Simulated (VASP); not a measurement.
# MgS: relaxation of cell and atoms with PBEsol

Crystal: MgS.

```xyz
2
Lattice="0.0000 2.6016 2.6016 2.6016 0.0000 2.6016 2.6016 2.6016 0.0000" Properties=species:S:1:pos:R:3 pbc="T T T"
Mg    0.0000    0.0000    0.0000
S     2.6016    2.6016    2.6016
```

| Item | Value |
| --- | --- |
| Program | VASP 6.6.1 |
| Task | relaxation of cell and atoms |
| Functional | PBEsol |
| Potentials or basis | VASP PAW PBE potentials, release 64 (Mg, S) |
| Cutoff | 600 eV |
| k mesh | 12 × 12 × 12 |
| Occupations | fermi-dirac, width 0.1 eV |
| Spin | no spin polarisation |
| Dipole correction | no |
| Further INCAR settings | ALGO = Normal; EDIFF = 1e-06; IBRION = 2; EDIFFG = -0.002; NSW = 100; ISIF = 3 |

```yaml
Relaxed_volume: 17.36 Å³/atom
Relaxed_cell: a = 3.662 Å, b = 3.662 Å, c = 3.662 Å, α = 60.00°, β = 60.00°, γ = 60.00°
Space_group_after_relaxing_to_0.1_Å: Fm-3m (No. 225)
Energy_gained_by_relaxing: 0.9 meV/atom
Ionic_steps: 3
Pressure_after_relaxing: 0.0 GPa
Band_gap_on_the_k_mesh: 2.73 eV (least direct gap 3.71 eV)
```

The path:
| step | energy change (eV) | largest force (eV/Å) | pressure (GPa) | volume (Å³) |
| --- | --- | --- | --- | --- |
| 1 | 0.0000 | 0.0000 | -1.12 | 35.22 |
| 2 | -0.0017 | 0.0000 | 0.27 | 34.60 |
| 3 | -0.0018 | 0.0000 | 0.00 | 34.71 |

Final structure:
```
Mg S
1.0
     0.00000    2.58910    2.58910
     2.58910    0.00000    2.58910
     2.58910    2.58910    0.00000
Mg S
1 1
Cartesian
  0.0000 0.0000 0.0000
  2.5891 2.5891 2.5891
```

Levels at points of the mesh, in eV from the valence-band top:
```csv
k point,band 1,band 2,band 3,band 4,band 5,band 6,band 7,band 8
"(0.00, 0.00, 0.00)",-12.77,0.00,0.00,0.00,3.71,7.84,7.84,7.84
"(0.50, 0.00, 0.00)",-11.40,-4.97,-0.62,-0.62,4.42,6.84,6.84,10.22
"(0.50, 0.50, 0.00)",-11.01,-4.34,-1.74,-1.74,2.73,4.20,12.01,12.86
```

Run time: 70 s on 1 thread of Intel Xeon 8259CL, with other jobs on the host, peak memory 0.19 GiB.

Caveat: the PAW data sets were made with another functional, which shifts forces and pressure a little. A k mesh can miss the band edges.
